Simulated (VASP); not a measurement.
Set up this calculation in VASP 6.6.1, as the native input.

| Item | Value |
| --- | --- |
| Task | single point |
| Functional | PBEsol |
| Potentials or basis | VASP PAW PBE potentials, release 64 (Fe_sv) |
| Cutoff | 690 eV |
| k mesh | 11 × 11 × 15 |
| Occupations | fermi-dirac, width 0.1 eV |
| Spin | no spin polarisation |
| Dipole correction | no |
| Further INCAR settings | ALGO = Normal; EDIFF = 1e-06; NBANDS = 31 |

The structure of Fe lies in POSCAR:

```
Fe
1.0
    3.6505783541      0.0000000000      0.0000000000
   -1.8252891770      3.1614935931      0.0000000000
    0.0000000000      0.0000000000      2.2931724988
Fe
3
Direct
    1.0000000000      1.0000000000      0.0000000000
    0.3333333333      0.6666666667      0.5000000000
    0.6666666667      0.3333333333      0.5000000000
```

This isn't the form of Fe at room conditions, which is bcc.

These files were run (other wordings do the same):

INCAR

```
SYSTEM = Fe
PREC = Accurate
ENCUT = 690
EDIFF = 1E-6
ISMEAR = -1
SIGMA = 0.1
LREAL = .False.
LASPH = .True.
NELM = 120
ALGO = Normal
ISIF = 2
LWAVE = .False.
LCHARG = .True.
GGA = PS
LELF = .True.
LVHAR = .True.
NBANDS = 31
GGA_COMPAT = .False.
```

KPOINTS

```
Automatic mesh
0
Gamma
  11 11 15
  0 0 0
```

Potentials or basis: VASP PAW PBE potentials, release 64 (Fe_sv).

Command:

```console
$ cat potpaw_PBE.64/Fe_sv/POTCAR > POTCAR
$ mpirun -np 1 vasp_std > vasp.out
```

Results of the run:

```yaml
Pressure: 50.2 GPa
Band_gap_on_the_k_mesh: zero (bands 24 and 25 overlap by 1.83 eV)
```

Caveat: the stress differs along the axes, from 47 to 52 GPa; the PAW data sets were made with another functional, which shifts forces and pressure a little; the run has no spin polarisation, though such a crystal can be magnetic.

Run time: 58 s on 1 thread of Intel(R) Xeon(R) 6975P-C (Granite Rapids), with other jobs on the host, peak memory 0.23 GiB.
